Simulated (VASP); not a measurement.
**NbN: electric field gradients with LDA**

The system is NbN.

```xyz
2
Lattice="0.0000 2.1945 2.2384 2.1945 0.0000 2.2384 2.1945 2.1945 0.0000" Properties=species:S:1:pos:R:3 pbc="T T T"
Nb    2.1945    2.1945    2.2384
N     0.0000    0.0000    0.0000
```

This cell differs from its parent crystal: zz strain of +2 %.

```yaml
Program: VASP 6.6.1
Task: electric field gradients
Functional: LDA
Potentials_or_basis: VASP PAW LDA potentials, release 64 (Nb_sv, N)
Cutoff: 520 eV
k_mesh: 13 × 13 × 13
Occupations: fermi-dirac, width 0.08 eV
Spin: no spin polarisation
Dipole_correction: no
Further_INCAR_settings: ALGO = Normal; EDIFF = 1e-08; NBANDS = 16
```

- Pressure: -13.3 GPa
- Band gap on the k mesh: zero (band 9 reaches 14.84 eV, above the bottom of band 10 at 11.61 eV)

Stress tensor (GPa, compression positive):
```
 -9.85   0.00   0.00
  0.00  -9.85   0.00
  0.00   0.00 -20.21
```

Levels at points of the mesh, in eV from the Fermi level:
| k point | band 6 | band 7 | band 8 | band 9 | band 10 | band 11 | band 12 | band 13 |
| --- | --- | --- | --- | --- | --- | --- | --- | --- |
| (0.00, 0.00, 0.00) | -3.33 | -3.25 | -3.25 | -2.13 | -1.91 | -1.91 | -0.34 | -0.07 |

Electric field gradients, principal values (V/Å²):
| atom | least | middle | greatest (by size) |
| --- | --- | --- | --- |
| 1 Nb | -18.136 | -18.137 | 36.273 |
| 2 N | -3.631 | -3.632 | 7.263 |

Wall time 47 s on 1 thread of Intel Xeon 6975P-C (shared host), peak memory 0.18 GiB.

Caveat: the cell differs from its parent crystal (zz strain of +2 %); without QUAD_EFG the Cq values of the log hold for a quadrupole moment of 1 mb, not for the nuclei.
